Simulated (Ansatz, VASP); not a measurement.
# NaCl: VASP beside Ansatz

```
Na Cl
1.0
     0.00000    2.80270    2.80270
     2.80270    0.00000    2.80270
     2.80270    2.80270    0.00000
Na Cl
1 1
Direct
  0.00000 0.00000 0.00000
  0.50000 0.50000 0.50000
```

Alike in both runs: task single point; functional PBEsol; k mesh 2 × 2 × 2; no spin polarisation.

```csv
,VASP,Ansatz
version,VASP 6.6.1,Ansatz 0.2.0
potentials or method,"VASP PAW PBE potentials, release 64 (Na_pv, Cl)",plane waves
plane-wave cutoff (eV),500,420
occupations,"gaussian, width 0.01 eV",fixed
valence electrons in the cell,14,16
```

```tsv
	VASP	Ansatz	Ansatz less VASP
gap on the k mesh at the Fermi level (eV)	4.92	4.92	+0.004
pressure (GPa)	2.2	2.2	+0.01
```

VASP's potentials were made for PBE, not for PBEsol. VASP's potentials hold 14 valence electrons a cell and Ansatz's 16, so a difference there can come from the potentials and not from the codes.

The k mesh is coarse, so the values compare programs but aren't converged.
